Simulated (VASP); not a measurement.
Here is a VASP 6.6.1 calculation.

The input INCAR:

```
PREC = Accurate
ENCUT = 520
EDIFF = 1E-6
ISMEAR = 0
SIGMA = 0.1
LREAL = False
LASPH = True
NELM = 80
ALGO = Normal
ISIF = 2
LWAVE = False
LCHARG = False
GGA = PE
NBANDS = 13
```

Contents of KPOINTS:

```
Automatic mesh
0
Gamma
  18 18 18
```

POSCAR

```
W
1.0
   -1.5917776929      1.5917776929      1.5917776929
    1.5917776929     -1.5917776929      1.5917776929
    1.5917776929      1.5917776929     -1.5917776929
W
1
Direct
    0.0000000000      0.0000000000      0.0000000000
```

Potentials or basis: VASP PAW PBE potentials, release 64 (W_sv).

Run with:

```sh
$ cat potpaw_PBE.64/W_sv/POTCAR > POTCAR
$ mpirun -np 1 vasp_std > vasp.out
```

(1) Predict the band gap on the k mesh.

(2) What does it give for the pressure?

## Answers

(1) zero (band 7 reaches 16.23 eV, above the bottom of band 8 at 9.99 eV).

(2) 0.5 GPa.

Caveat: spin-orbit coupling is left out, which moves the levels of the heavy elements.
